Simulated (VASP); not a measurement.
Set up this calculation in VASP 6.6.1, as the native input.

- Task: single point
- Functional: r2SCAN
- Potentials or basis: VASP PAW PBE potentials, release 64 (Ge_d)
- Cutoff: 520 eV
- k mesh: 10 × 10 × 10
- Occupations: gaussian, width 0.05 eV
- Spin: no spin polarisation
- Dipole correction: no
- Further INCAR settings: ALGO = Normal; EDIFF = 1e-06; NBANDS = 21

The system is Ge.

```xyz
2
Lattice="0.0248 2.8288 2.8288 2.8288 0.0248 2.8288 2.8535 2.8535 0.0000" Properties=species:S:1:pos:R:3 pbc="T T T"
Ge    2.8535    2.8535    2.8288
Ge    4.2803    4.2803    4.2432
```

This cell differs from its parent crystal: strain +0.0175 x Voigt [0, 0, 0, 0, 0, 1].

The input as run:

POSCAR

```
Ge
1.0
    0.0247517375      2.8287700000      2.8287700000
    2.8287700000      0.0247517375      2.8287700000
    2.8535217375      2.8535217375      0.0000000000
Ge
2
Direct
    0.5000000000      0.5000000000      0.5000000000
    0.7500000000      0.7500000000      0.7500000000
```

INCAR.step1

```
SYSTEM = Ge
PREC = Accurate
ENCUT = 520
ISMEAR = 0
SIGMA = 0.05
LREAL = .False.
LASPH = .True.
NELM = 80
NBANDS = 21
GGA = PE
ALGO = Normal
EDIFF = 1E-4
LWAVE = .True.
LCHARG = .False.
```

INCAR.step2

```
SYSTEM = Ge
PREC = Accurate
ENCUT = 520
EDIFF = 1E-6
ISMEAR = 0
SIGMA = 0.05
LREAL = .False.
LASPH = .True.
NELM = 80
ALGO = Normal
ISIF = 2
LWAVE = .False.
LCHARG = .False.
METAGGA = R2SCAN
LMIXTAU = .True.
NBANDS = 21
ISTART = 1
```

KPOINTS

```
Automatic mesh
0
Gamma
  10 10 10
  0 0 0
```

Potentials or basis: VASP PAW PBE potentials, release 64 (Ge_d).

Command:

```sh
$ cat potpaw_PBE.64/Ge_d/POTCAR > POTCAR
$ cp INCAR.step1 INCAR
$ mpirun -np 1 vasp_std > vasp.out
$ cp INCAR.step2 INCAR
$ mpirun -np 1 vasp_std > vasp.out
```

It gave:

The pressure is 0.7 GPa. The largest force is 0.153 eV/Å and the band gap on the k mesh is 0.35 eV (least direct gap 0.38 eV).

Caveat: the cell differs from its parent crystal (strain +0.0175 x Voigt [0, 0, 0, 0, 0, 1]); semilocal functionals underestimate gaps, and a narrow one can read as zero; the PAW data sets were made with another functional, which shifts forces and pressure a little.

It took 5.1 min on 1 thread of AMD EPYC 9R45 96-Core Processor (Zen 5) (shared host), peak memory 0.23 GiB.
